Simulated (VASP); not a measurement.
## ZrB2: single point with PBEsol

ZrB2:

```
Zr B
1.0
     3.10171    0.00000    0.00000
    -1.55085    2.68616    0.00000
     0.00000    0.00000    3.43726
Zr B
1 2
Direct
  0.00000 0.00000 0.00000
  0.33333 0.66667 0.50000
  0.66667 0.33333 0.50000
```

```json
{"Program": "VASP 6.6.1", "Task": "single point", "Functional": "PBEsol", "Potentials or basis": "VASP PAW PBE potentials, release 64 (Zr_sv, B)", "Cutoff": "520 eV", "k mesh": "16 × 16 × 12", "Occupations": "fermi-dirac, width 0.1 eV", "Spin": "no spin polarisation"}
```

```json
{
  "Pressure": "15.4 GPa",
  "Band gap on the k mesh": "zero (bands 9 and 10 overlap by 1.21 eV)"
}
```

Levels at points of the mesh, in eV from the Fermi level:
```
           k point  band 7  band 8  band 9  band 10  band 11  band 12
(0.00, 0.00, 0.00)   -2.80   -2.77   -2.22     3.73     3.73     4.62
(0.50, 0.00, 0.00)   -4.11   -3.12   -2.92     2.42     2.51     5.38
(0.00, 0.00, 0.50)   -0.99   -0.99    0.28     0.28     0.83     0.83
(0.50, 0.00, 0.50)   -4.89   -4.38   -1.80     4.19     4.45     5.83
```

Wall time 2.1 min on 1 thread of Intel Xeon 8259CL, with other jobs on the host, peak memory 0.21 GiB.

Caveat: the cell stands under pressure; the PAW data sets were made with another functional, which shifts forces and pressure a little.
